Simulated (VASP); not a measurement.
NaF (Villiaumite): single point with PBEsol

NaF (Villiaumite):

```
CELL_PARAMETERS angstrom
2.30352 2.30352 0.00000
-2.30352 2.30352 0.00000
0.00000 2.30352 2.32204
ATOMIC_POSITIONS crystal
Na 0.00000 0.00000 0.00000
F 0.50000 0.50000 0.00000
```

This cell differs from its parent crystal: in-plane strain -0.005.

```
Program                : VASP 6.6.1
Task                   : single point
Functional             : PBEsol
Potentials or basis    : VASP PAW PBE potentials, release 64 (Na_pv, F)
Cutoff                 : 520 eV
k mesh                 : 8 × 8 × 8
Occupations            : gaussian, width 0.01 eV
Spin                   : no spin polarisation
Dipole correction      : no
Further INCAR settings : ALGO = Normal; EDIFF = 1e-06; NBANDS = 14
```

The pressure is 0.2 GPa. The band gap on the k mesh is 6.21 eV, direct.

Stress tensor (GPa, compression positive):
```
 0.47  0.00  0.00
 0.00  0.47  0.00
 0.00  0.00 -0.21
```

Levels at points of the mesh, in eV from the valence-band top:
```
           k point  band 4  band 5  band 6  band 7  band 8  band 9  band 10  band 11
(0.00, 0.00, 0.00)  -18.74    0.00    0.00    0.00    6.21   18.87    18.93    18.93
(0.50, 0.00, 0.00)  -17.99   -1.64   -0.27   -0.26   10.66   12.41    20.01    20.16
(0.50, 0.50, 0.00)  -18.80   -1.31   -0.43   -0.41   13.09   13.10    13.63    19.69
(0.00, 0.00, 0.50)  -18.80   -1.32   -0.41   -0.41   12.98   13.18    13.60    19.83
```

Wall time 10 s on 1 thread of Intel(R) Xeon(R) Platinum 8259CL CPU @ 2.50GHz (Skylake/Cascade Lake) (shared host), peak memory 0.14 GiB.

Caveat: the cell differs from its parent crystal (in-plane strain -0.005); the PAW data sets were made with another functional, which shifts forces and pressure a little.
